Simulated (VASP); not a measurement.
BAs:

```
B As
1.0
     0.00000    2.40963    2.40963
     2.40963    0.00000    2.40963
     2.40963    2.40963    0.00000
B As
1 1
Direct
  0.25000 0.25000 0.25000
  0.00000 0.00000 0.00000
```

Base run:

- Program: VASP 6.6.1
- Functional: BLYP
- Potentials or basis: VASP PAW PBE potentials, release 64 (B, As)
- Cutoff: 520 eV
- k mesh: 6 × 6 × 6
- Occupations: gaussian, width 0.1 eV
- Spin: no spin polarisation

Its results: band gap on the k mesh 1.50 eV, indirect (least direct gap 3.33 eV); pressure 4.9 GPa.

Problem. The run is repeated on the same cell with these changes: functional from BLYP to r2SCAN; cutoff from 520 eV to 550 eV; k mesh from 6 × 6 × 6 to 1 × 1 × 1. What comes out?

Solution. Band gap on the k mesh 3.34 eV; pressure 98.6 GPa.

Several settings changed at once, so the effect can't be laid on one alone.

Caveats: some runs use coarse meshes; the PAW data sets were made with another functional, which shifts forces and pressure a little.

A k mesh can miss the band edges.
